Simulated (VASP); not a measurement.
# W in VASP: single point with LDA

Aim: the single point of W with LDA.

Program: VASP 6.6.1. These are calculated values, not measurements. Logs are shortened: lines on timing, memory, paths and dates and some standing lists are left out, and cuts for length are marked.

### Step 1. The cell of the first run

The cell holds a slab with vacuum, 2 atoms: a = 2.715 Å, b = 2.715 Å, c = 18.217 Å, α = 90.00°, β = 90.00°, γ = 109.47°.

### Step 2. Single point, LDA

POSCAR

```
W
1.0
    2.7149357195      0.0000000000      0.0000000000
   -0.9049785732      2.5596659437      0.0000000000
    0.0000000000      0.0000000000     18.2167000000
W
2
Direct
    0.2500000000      0.2500000000      0.4391564956
    0.7500000000      0.7500000000      0.5608435044
```

INCAR.step1

```
  PREC = Accurate
  ENCUT = 520
  EDIFF = 1E-6
  ISMEAR = -1
  SIGMA = 0.1
  LREAL = False
  LASPH = True
  NELM = 100
  ALGO = Normal
  ISIF = 2
  LWAVE = False
  LCHARG = True
  LMAXMIX = 4
  LDIPOL = True
  IDIPOL = 3
  DIPOL = 0.5 0.5 0.500
  GGA = CA
  NBANDS = 21
```

KPOINTS.step1

```
regular mesh
0
Gamma
  14 14 1
```

INCAR.step2

```
  PREC = Accurate
  ENCUT = 520
  EDIFF = 1E-6
  ISMEAR = -5
  SIGMA = 0.1
  LREAL = False
  LASPH = True
  NELM = 100
  ALGO = Normal
  ISIF = 2
  LWAVE = False
  LCHARG = False
  LMAXMIX = 4
  LDIPOL = True
  IDIPOL = 3
  DIPOL = 0.5 0.5 0.500
  GGA = CA
  LORBIT = 10
  NEDOS = 2001
  ICHARG = 11
```

KPOINTS.step2

```
regular mesh
0
Gamma
  21 21 1
```

Potentials or basis: VASP PAW LDA potentials, release 64 (W_sv).

The run is started by

```bash
$ cat potpaw_LDA.64/W_sv/POTCAR > POTCAR
$ cp INCAR.step1 INCAR
$ cp KPOINTS.step1 KPOINTS
$ mpirun -np 1 vasp_std > vasp.out
$ cp INCAR.step2 INCAR
$ cp KPOINTS.step2 KPOINTS
$ mpirun -np 1 vasp_std > vasp.out
```

OUTCAR:

```text
PREC = Accurate
   ENCUT = 520
   EDIFF = 1E-6
   ISMEAR = -5
   LREAL = False
   LASPH = True
   NELM = 100
   ISIF = 2
   GGA = CA
   LORBIT = 10
   ICHARG = 11

 ion  position               nearest neighbor table
   1  0.250  0.250  0.439-   2 2.71   2 2.71   2 3.13   2 3.13
   2  0.750  0.750  0.561-   1 2.71   1 2.71   1 3.13   1 3.13

  LATTYP: Found a base centered orthorhombic cell.
 ALAT       =     3.1349377370
 B/A-ratio  =     1.4142135624
 C/A-ratio  =     5.8108650086

  Lattice vectors:

 A1 = (   2.7149357195,   0.0000000000,   0.0000000000)
 A2 = (  -0.9049785732,   2.5596659437,   0.0000000000)
 A3 = (   0.0000000000,   0.0000000000,  18.2167000000)

Analysis of symmetry for initial positions (statically):
=====================================================================
 Subroutine PRICEL returns:
 Original cell was already a primitive cell.

 Routine SETGRP: Setting up the symmetry group for a
 base centered orthorhombic supercell.

 Subroutine GETGRP returns: Found  8 space group operations
 (whereof  4 operations were pure point group operations)
 out of a pool of  8 trial point group operations.

The static configuration has the point symmetry C_2h.
 The point group associated with its full space group is D_2h.

Analysis of symmetry for dynamics (positions and initial velocities):
=====================================================================
 Subroutine PRICEL returns:
 Original cell was already a primitive cell.

 Routine SETGRP: Setting up the symmetry group for a
 base centered orthorhombic supercell.

 Subroutine GETGRP returns: Found  8 space group operations
 (whereof  4 operations were pure point group operations)
 out of a pool of  8 trial point group operations.

The dynamic configuration has the point symmetry C_2h.
 The point group associated with its full space group is D_2h.

 Subroutine INISYM returns: Found  8 space group operations
 (whereof  4 operations are pure point group operations),
 and found     1 'primitive' translations

----------------------------------------------------------------------------------------

                                     Primitive cell

  volume of cell :     126.5938

  direct lattice vectors                    reciprocal lattice vectors
     2.714935720  0.000000000  0.000000000     0.368332846  0.130225327  0.000000000
    -0.904978573  2.559665944  0.000000000     0.000000000  0.390675980  0.000000000
     0.000000000  0.000000000 18.216700000     0.000000000  0.000000000  0.054894685

  length of vectors
     2.714935720  2.714935720 18.216700000     0.390675980  0.390675980  0.054894685

  position of ions in fractional coordinates (direct lattice)
     0.250000000  0.250000000  0.439156496
     0.750000000  0.750000000  0.560843504

  ion indices of the primitive-cell ions
   primitive index   ion index
                 1           1
                 2           2

----------------------------------------------------------------------------------------

 KPOINTS: regular mesh

Automatic generation of k-mesh.
 Grid dimensions read from file:
 generate k-points for:   21   21    1

 Generating k-lattice:

  Cartesian coordinates                     Fractional coordinates (reciprocal lattice)
     0.017539659  0.006201206  0.000000000     0.047619048 -0.000000000  0.000000000
     0.000000000  0.018603618  0.000000000     0.000000000  0.047619048  0.000000000
     0.000000000  0.000000000  0.054894685     0.000000000  0.000000000  1.000000000

  Length of vectors
     0.018603618  0.018603618  0.054894685

  Shift w.r.t. Gamma in fractional coordinates (k-lattice)
     0.000000000  0.000000000  0.000000000

 TETIRR: Found    671 inequivalent tetrahedra from     2646

 Subroutine IBZKPT returns following result:
 ===========================================

 Found    121 irreducible k-points:

 Following reciprocal coordinates:
            Coordinates               Weight
  0.000000  0.000000  0.000000      1.000000
  0.047619  0.000000  0.000000      4.000000
  0.095238 -0.000000  0.000000      4.000000
  0.142857 -0.000000  0.000000      4.000000
  0.190476 -0.000000  0.000000      4.000000
  0.238095  0.000000  0.000000      4.000000
[... 16 lines left out ...]
 -0.428571  0.047619  0.000000      4.000000
 -0.380952  0.047619  0.000000      4.000000
 [... further k-points ...]
   k-points           NKPTS =    121   k-points in BZ     NKDIM =    121   number of bands    NBANDS=     18
   number of dos      NEDOS =   2001   number of ions     NIONS =      2
   total plane-waves  NPLWV =  56000
   dimension x,y,z NGX =    20 NGY =   20 NGZ =  140
   dimension x,y,z NGXF=    40 NGYF=   40 NGZF=  280
   ions per type =               2
   NGX,Y,Z   is equivalent  to a cutoff of  12.25, 12.25, 12.78 a.u.
   NGXF,Y,Z  is equivalent  to a cutoff of  24.49, 24.49, 25.55 a.u.
 SYSTEM =  unknown system
   PREC   = accura    normal or accurate (medium, high low for compatibility)
   ISTART =      0    job   : 0-new  1-cont  2-samecut
   ICHARG =     11    charge: 1-file 2-atom 10-const
   ISPIN  =      1    spin polarized calculation?
   LNONCOLLINEAR =      F non collinear calculations
   LSORBIT =      F    spin-orbit coupling
   LASPH  =      T    aspherical Exc in radial PAW
   ENCUT  =  520.0 eV  38.22 Ry    6.18 a.u.   5.05  5.05 33.87*2*pi/ulx,y,z
   NELM   =    100;   NELMIN=  2; NELMDL=  0     # of ELM steps
   EDIFF  = 0.1E-05   stopping-criterion for ELM
   LREAL  =      F    real-space projection
   EDIFFG = 0.1E-04   stopping-criterion for IOM
   NSW    =      0    number of steps for IOM
   IBRION =     -1    ionic relax: 0-MD 1-quasi-New 2-CG
   NFREE  =      0    steps in history (QN), initial steepest desc. (CG)
   ISIF   =      2    stress and relaxation
   ISYM   =      2    0-nonsym 1-usesym 2-fastsym
   POTIM  = 0.5000    time-step for ionic-motion
   TEBEG  =    0.0;   TEEND  =   0.0 temperature during run
   PSTRESS=    0.0 pullay stress
   NELECT =      28.0000    total number of electrons
   NUPDOWN=      -1.0000    fix difference up-down
   EMIN   =  10.00;   EMAX   =-10.00  energy-range for DOS
   EFERMI =   0.00;   METHOD = LEGACY
   ISMEAR =    -5;   SIGMA  =   0.10  broadening in eV -4-tet -1-fermi 0-gaus
   EFERMI_NEDOS =   21; number of points for ismear=-14 and -15
   IALGO  =     38    algorithm
   IMIX   =      4    mixing-type and parameters
     AMIX     =   0.40;   BMIX     =  1.00
     AMIX_MAG =   1.60;   BMIX_MAG =  1.00
  volume/ion in A,a.u.               =      63.30       427.15
  Fermi-wavevector in a.u.,A,eV,Ry     =   0.990049  1.870921 13.336388  0.980197
  Thomas-Fermi vector in A             =   2.121691
   LORBIT       =     10    0 simple, 1 ext, 2 COOP (PROOUT), +10 PAW based schemes
   GGA     = CA    functional components
   LHFCALC =     F    Hartree Fock is set to
   AEXX    =    0.0000 exact exchange contribution
   IVDW    =     0    specifies the selected vdW correction
   LEPSILON=     F    determine dielectric tensor
   LRPA    =     F    only Hartree local field effects (RPA)
 non-spin polarized calculation
 Fermi weights with tetrahedron method with Bloechl corrections
  energy-cutoff  :      520.00
  volume of cell :      126.59
 maximum number of plane-waves:      3458

 number of electron      28.0000005 magnetization

 dipolmoment           0.000000      0.000000      0.000000 electrons x Angstroem

 Free energy of the ion-electron system (eV)
  ---------------------------------------------------
  ext. energy  EPLUGINS =         0.00000000
  ---------------------------------------------------
  free energy    TOTEN  =       -25.07328323 eV

  energy without entropy =      -25.07328323  energy(sigma->0) =      -25.07328323

 E-fermi :  -0.8840     XC(G=0):  -4.6389

 val. band max:       -0.8461288420   @ k =   0.3810   0.1429   0.0000
 cond. band min:      -0.9019530752   @ k =  -0.1905   0.1429   0.0000
 fundamental gap:     -0.0558242332
 Fermi energy:        -0.8839891567

 k-point     1 :       0.0000    0.0000    0.0000
  band No.  band energies     occupation
      1     -74.4576      2.00000
      2     -74.3798      2.00000
      3     -39.3658      2.00000
      4     -38.6545      2.00000
      5     -38.5382      2.00000
      6     -38.3065      2.00000
[... 10 lines left out ...]
     17       1.1544      0.00000
     18       1.5104      0.00000

 k-point     2 :       0.0476    0.0000    0.0000
  band No.  band energies     occupation
      1     -74.4554      2.00000
      2     -74.3785      2.00000
      3     -39.3608      2.00000
      4     -38.6677      2.00000
      5     -38.5365      2.00000
      6     -38.3187      2.00000
[... 10 lines left out ...]
     17       1.1378      0.00000
     18       1.4413      0.00000

 k-point     3 :       0.0952   -0.0000    0.0000
  band No.  band energies     occupation
      1     -74.4492      2.00000
      2     -74.3748      2.00000
      3     -39.3462      2.00000
      4     -38.7060      2.00000
      5     -38.5357      2.00000
      6     -38.3621      2.00000
[... 10 lines left out ...]
     17       1.0541      0.00000
     18       1.3139      0.00000

 k-point     4 :       0.1429   -0.0000    0.0000
  band No.  band energies     occupation
      1     -74.4393      2.00000
      2     -74.3691      2.00000
      3     -39.3240      2.00000
      4     -38.7689      2.00000
      5     -38.5427      2.00000
      6     -38.4464      2.00000
[... 10 lines left out ...]
     17       1.0554      0.00000
     18       1.2283      0.00000

 k-point     5 :       0.1905   -0.0000    0.0000
  band No.  band energies     occupation
      1     -74.4266      2.00000
      2     -74.3621      2.00000
      3     -39.2975      2.00000
      4     -38.8577      2.00000
      5     -38.5632      2.00000
      6     -38.5612      2.00000
[... 10 lines left out ...]
     17       1.1593      0.00000
     18       1.2267      0.00000

 k-point     6 :       0.2381    0.0000    0.0000
  band No.  band energies     occupation
      1     -74.4118      2.00000
      2     -74.3545      2.00000
      3     -39.2736      2.00000
      4     -38.9686      2.00000
      5     -38.6905      2.00000
      6     -38.5895      2.00000
[... 307 lines left out ...]
 k-point    21 :       0.4762    0.0476    0.0000
  band No.  band energies     occupation
      1     -74.3420      2.00000
      2     -74.3393      2.00000
      3     -39.4151      2.00000
      4     -39.4144      2.00000
      5     -38.8141      2.00000
      6     -38.7935      2.00000
[... 10 lines left out ...]
     17       2.0574      0.00000
     18       2.5564      0.00000

 k-point    22 :      -0.4762    0.0476    0.0000
  band No.  band energies     occupation
      1     -74.3482      2.00000
      2     -74.3340      2.00000
      3     -39.4104      2.00000
      4     -39.4069      2.00000
      5     -38.8553      2.00000
      6     -38.7528      2.00000
[... 10 lines left out ...]
     17       1.8861      0.00000
     18       2.3773      0.00000

 k-point    23 :      -0.4286    0.0476    0.0000
  band No.  band energies     occupation
      1     -74.3577      2.00000
      2     -74.3321      2.00000
      3     -39.3745      2.00000
      4     -39.3628      2.00000
      5     -38.8896      2.00000
      6     -38.7124      2.00000
[... 10 lines left out ...]
     17       1.7705      0.00000
     18       2.0137      0.00000

 k-point    24 :      -0.3810    0.0476    0.0000
  band No.  band energies     occupation
      1     -74.3699      2.00000
      2     -74.3336      2.00000
      3     -39.3212      2.00000
      4     -39.2843      2.00000
      5     -38.9053      2.00000
      6     -38.6744      2.00000
[... 10 lines left out ...]
     17       1.6310      0.00000
     18       1.7791      0.00000

 [... further k-points ...]

------------------------ aborting loop because EDIFF is reached ----------------------------------------

 vacuum level on the upper side and lower side of the slab       (xc-potential included)        -0.106        -0.106

  FORCE on cell =-STRESS in cart. coord.  units (eV):
  Direction    XX          YY          ZZ          XY          YZ          ZX
  --------------------------------------------------------------------------------------
  -------------------------------------------------------------------------------------
  Total       -4.8716563     -5.3431634     -2.7538219     -0.6668116     -0.0000000     -0.0000000
  in kB      -61.6559052    -67.6233199    -34.8524964     -8.4391987     -0.0000000     -0.0000000
  external PRESSURE =     -54.7105738 kB  Pullay stress =       0.0000000 kB

 VOLUME and BASIS-vectors are now :
 -----------------------------------------------------------------------------
  energy-cutoff  :      520.00
  volume of cell :      126.59
      direct lattice vectors                 reciprocal lattice vectors
     2.714935720  0.000000000  0.000000000     0.368332846  0.130225327  0.000000000
    -0.904978573  2.559665944  0.000000000     0.000000000  0.390675980  0.000000000
     0.000000000  0.000000000 18.216700000     0.000000000  0.000000000  0.054894685

 POSITION                                       TOTAL-FORCE (eV/Angst)
 -----------------------------------------------------------------------------------
      0.45249      0.63992      7.99998        -0.000000      0.000000      1.287288
      1.35747      1.91975     10.21672         0.000000     -0.000000     -1.287288
 -----------------------------------------------------------------------------------
    total drift:                               -0.000000      0.000000      0.000000

  FREE ENERGIE OF THE ION-ELECTRON SYSTEM (eV)
  ---------------------------------------------------
  free  energy   TOTEN  =       -25.0732832344 eV

  energy  without entropy=      -25.0732832344  energy(sigma->0) =      -25.07328323

 vacuum level on the upper side and lower side of the slab         4.049         4.049

 total charge

# of ion       s       p       d       tot
------------------------------------------
    1        2.425   6.237   3.361  12.023
    2        2.425   6.237   3.361  12.023
--------------------------------------------------
tot          4.850  12.474   6.723  24.046
```

Wall time 3.4 min (1 thread of Intel Xeon Platinum 8488C (Sapphire Rapids), shared host); peak memory 0.34 GiB.

Results:

```
Valence electrons inside the program's atomic spheres : W 12.02
```

Caveat: spin-orbit coupling is left out, which moves the levels of the heavy elements; tetrahedron occupations give inexact forces and stress in metals.
